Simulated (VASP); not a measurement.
Write the native input for VASP 6.6.1 that does the following.

- Task: relaxation of cell and atoms
- Functional: PBE
- Potentials or basis: VASP PAW PBE potentials, release 64 (Ta_pv, C)
- Cutoff: 600 eV
- k mesh: 6 × 6 × 4
- Occupations: gaussian, width 0.1 eV
- Spin: no spin polarisation
- Dipole correction: no
- Further INCAR settings: ALGO = Normal; EDIFF = 1e-06; IBRION = 2; EDIFFG = -0.04; NSW = 90; ISIF = 3

The structure of TaC3 lies in POSCAR:

```
TaC3
1.0
    4.8622531487      0.0000000000      0.0000000000
   -2.4311265744      4.2108347464      0.0000000000
    0.0000000000      0.0000000000      3.9027083601
Ta C
2 6
Direct
    0.3333333333      0.6666666667      0.2500000000
    0.6666666667      0.3333333333      0.7500000000
    0.8330000000      0.6660000000      0.2500000000
    0.1670000000      0.8330000000      0.7500000000
    0.3340000000      0.1670000000      0.2500000000
    0.1670000000      0.3340000000      0.7500000000
    0.8330000000      0.1670000000      0.2500000000
    0.6660000000      0.8330000000      0.7500000000
```

These files were run (other wordings do the same):

INCAR

```
SYSTEM = TaC3
PREC = Accurate ; ENCUT = 600
EDIFF = 1E-6 ; ISMEAR = 0
SIGMA = 0.1 ; LREAL = .FALSE.
LASPH = .TRUE. ; NELM = 80
ALGO = Normal ; ISIF = 3
LWAVE = .FALSE. ; LCHARG = .FALSE.
GGA = PE ; IBRION = 2
NSW = 90 ; EDIFFG = -0.04
```

KPOINTS

```
regular mesh
0
G
  6 6 4
  0 0 0
```

Potentials or basis: VASP PAW PBE potentials, release 64 (Ta_pv, C).

Run with:

```console
$ cat potpaw_PBE.64/Ta_pv/POTCAR potpaw_PBE.64/C/POTCAR > POTCAR
$ mpirun -np 1 vasp_std > vasp.out
```

Results of the run:

```json
{
  "Relaxed volume": "9.20 Å³/atom",
  "Relaxed cell": "a = 4.449 Å, b = 4.449 Å, c = 4.293 Å, α = 90.00°, β = 90.00°, γ = 120.00°",
  "Space group after relaxing (to 0.1 Å)": "P6_3/mmc (No. 194)",
  "Energy gained by relaxing": "231.4 meV/atom",
  "Ionic steps": "10",
  "Pressure after relaxing": "0.1 GPa",
  "Largest force after relaxing": "0.014 eV/Å",
  "Band gap on the k mesh": "zero (bands 23 and 24 overlap by 2.37 eV)"
}
```

Caveat: the k points lie up to 0.37 Å⁻¹ apart in the final cell, too coarse for converged energies and pressures of a metal; spin-orbit coupling is left out, which moves the levels of the heavy elements.

Wall time 10 min on 1 thread of AMD EPYC 7R13 (shared host), peak memory 0.23 GiB.
